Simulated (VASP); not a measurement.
A run of VASP 6.6.1:

File POSCAR:

```
Al2BN3
1.0
    2.9413941600      0.0000000000      0.0000000000
   -1.4706970800      2.5473220652      0.0000000000
    0.0000000000      0.0000000000      7.1800449146
B Al N
1 2 3
Direct
    0.0000000000      0.0000000000      0.0125449880
    0.6666666667      0.3333333333      0.6766337789
    0.3333333333      0.6666666667      0.3196956648
    0.6666666667      0.3333333333      0.9382271751
    0.3333333333      0.6666666667      0.5789656845
    0.0000000000      0.0000000000      0.2239327086
```

Contents of INCAR.step1:

```
PREC     = Accurate       # precision mode
ENCUT    = 520            # plane-wave cutoff, eV
ISMEAR   = -1             # smearing method
SIGMA    = 0.02           # smearing width, eV
LREAL    = F              # projectors in reciprocal space
LASPH    = T              # aspherical terms in the spheres
NELM     = 100            # most SCF steps
NBANDS   = 21             # bands
GGA      = PE             # functional
ALGO     = Normal         # electronic algorithm
EDIFF    = 1E-4           # SCF threshold, eV
LWAVE    = T              # write WAVECAR
LCHARG   = F              # write CHGCAR
```

Contents of INCAR.step2:

```
PREC     = Accurate       # precision mode
ENCUT    = 520            # plane-wave cutoff, eV
EDIFF    = 1E-6           # SCF threshold, eV
ISMEAR   = -1             # smearing method
SIGMA    = 0.02           # smearing width, eV
LREAL    = F              # projectors in reciprocal space
LASPH    = T              # aspherical terms in the spheres
NELM     = 100            # most SCF steps
ALGO     = Normal         # electronic algorithm
ISIF     = 2              # what is computed and relaxed
LWAVE    = F              # write WAVECAR
LCHARG   = T              # write CHGCAR
METAGGA  = R2SCAN         # meta-GGA
LMIXTAU  = T            
LELF     = T              # ELF
LVHAR    = T            
NBANDS   = 21             # bands
ISTART   = 1
```

Contents of KPOINTS:

```
regular mesh
0
Gamma
  12 12 4
```

Potentials or basis: VASP PAW PBE potentials, release 64 (B, Al, N).

Run with:

```console
$ cat potpaw_PBE.64/B/POTCAR potpaw_PBE.64/Al/POTCAR potpaw_PBE.64/N/POTCAR > POTCAR
$ cp INCAR.step1 INCAR
$ mpirun -np 1 vasp_std > vasp.out
$ cp INCAR.step2 INCAR
$ mpirun -np 1 vasp_std > vasp.out
```

Hardware: 1 thread of Intel(R) Xeon(R) 6975P-C (Granite Rapids) (shared host).

Question: Estimate the wall time of this run.

Answer: Run time: 110 s on 1 thread of Intel(R) Xeon(R) 6975P-C (Granite Rapids), with other jobs on the host, peak memory 0.22 GiB. Counts: k points 69.
